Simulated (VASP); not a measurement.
# AsS3: relaxation of cell and atoms with PBE

The system is AsS3.

```
CELL_PARAMETERS angstrom
4.34503 0.00000 0.00000
0.00000 4.34503 0.00000
0.00000 0.00000 4.34503
ATOMIC_POSITIONS crystal
As 0.00000 0.00000 0.00000
S 0.00000 0.50000 0.50000
S 0.50000 0.00000 0.50000
S 0.50000 0.50000 0.00000
```

- Program: VASP 6.6.1
- Task: relaxation of cell and atoms
- Functional: PBE
- Potentials or basis: VASP PAW PBE potentials, release 64 (As, S)
- Cutoff: 600 eV
- k mesh: 4 × 4 × 4
- Occupations: gaussian, width 0.1 eV
- Spin: no spin polarisation
- Dipole correction: no
- Further INCAR settings: ALGO = Normal; EDIFF = 1e-06; IBRION = 2; EDIFFG = -0.04; NSW = 90; ISIF = 3

* Relaxed volume: 17.06 Å³/atom
* Relaxed cell: a = 4.086 Å, b = 4.086 Å, c = 4.086 Å, α = 90.00°, β = 90.00°, γ = 90.00°
* Space group after relaxing (to 0.05 Å): Pm-3m (No. 221)
* Energy gained by relaxing: 120.5 meV/atom
* Ionic steps: 2
* Pressure after relaxing: 0.1 GPa

Step by step:
| step | energy change (eV) | largest force (eV/Å) | pressure (GPa) | volume (Å³) |
| --- | --- | --- | --- | --- |
| 1 | 0.0000 | 0.0000 | -9.64 | 82.03 |
| 2 | -0.4820 | 0.0000 | 0.12 | 68.24 |

Final structure:
```
As S
1.0
     4.08643    0.00000    0.00000
     0.00000    4.08643    0.00000
     0.00000    0.00000    4.08643
As S
1 3
Direct
  0.00000 0.00000 0.00000
  0.00000 0.50000 0.50000
  0.50000 0.00000 0.50000
  0.50000 0.50000 0.00000
```

Levels at points of the mesh, in eV from the Fermi level:
```csv
k point,band 10,band 11,band 12,band 13,band 14,band 15
"(0.00, 0.00, 0.00)",-1.04,-0.03,-0.03,-0.03,4.04,4.04
"(0.50, 0.00, 0.00)",-2.05,-0.74,-0.12,0.52,0.52,1.93
"(0.50, 0.50, 0.00)",-2.62,-2.49,-1.18,1.33,1.44,3.06
"(0.50, 0.50, 0.50)",1.46,1.46,1.60,1.60,3.88,3.88
```

Run time: 17 s on 1 thread of Intel(R) Xeon(R) Platinum 8488C (Sapphire Rapids) (shared host), peak memory 0.21 GiB.

Caveat: the k points lie up to 0.38 Å⁻¹ apart in the final cell; the volume moved by over 15 % at a fixed basis, so the end points are rough.
